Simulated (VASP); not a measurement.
A run of VASP 6.6.1 is set up as follows.

File POSCAR:

```
Ga
1.0
   -1.3618800000      1.3618800000      2.1621300000
    1.3618800000     -1.3618800000      2.1621300000
    1.3618800000      1.3618800000     -2.1621300000
Ga
1
Direct
    0.0000000000      0.0000000000      0.0000000000
```

INCAR.step1

```
PREC     = Accurate       # precision mode
ENCUT    = 520            # plane-wave cutoff, eV
ISMEAR   = 0              # smearing method
SIGMA    = 0.15           # smearing width, eV
LREAL    = False          # projectors in reciprocal space
LASPH    = True           # aspherical terms in the spheres
NELM     = 100            # most SCF steps
NBANDS   = 12             # bands
GGA      = PE             # functional
ALGO     = Normal         # electronic algorithm
EDIFF    = 1E-4           # SCF threshold, eV
LWAVE    = True           # write WAVECAR
LCHARG   = False          # write CHGCAR
```

Contents of INCAR.step2:

```
PREC     = Accurate       # precision mode
ENCUT    = 520            # plane-wave cutoff, eV
EDIFF    = 1E-6           # SCF threshold, eV
ISMEAR   = 0              # smearing method
SIGMA    = 0.15           # smearing width, eV
LREAL    = False          # projectors in reciprocal space
LASPH    = True           # aspherical terms in the spheres
NELM     = 100            # most SCF steps
ALGO     = Normal         # electronic algorithm
ISIF     = 2              # what is computed and relaxed
LWAVE    = False          # write WAVECAR
LCHARG   = False          # write CHGCAR
METAGGA  = R2SCAN         # meta-GGA
LMIXTAU  = True         
NBANDS   = 12             # bands
ISTART   = 1
```

The input KPOINTS:

```
Automatic mesh
0
Gamma
  24 24 24
```

Potentials or basis: VASP PAW PBE potentials, release 64 (Ga_d).

The run is started by

```console
$ cat potpaw_PBE.64/Ga_d/POTCAR > POTCAR
$ cp INCAR.step1 INCAR
$ mpirun -np 1 vasp_std > vasp.out
$ cp INCAR.step2 INCAR
$ mpirun -np 1 vasp_std > vasp.out
```

(1) Predict the pressure.

(2) What does it give for the band gap on the k mesh?

## Answers

(1) 8.2 GPa.

(2) zero (an odd number of electrons rules out a gap without spin polarisation).

Caveat: the cell differs from its parent crystal (strain -0.030 along x and y, -0.030 along z); the cell stands under pressure; the PAW data sets were made with another functional, which shifts forces and pressure a little.
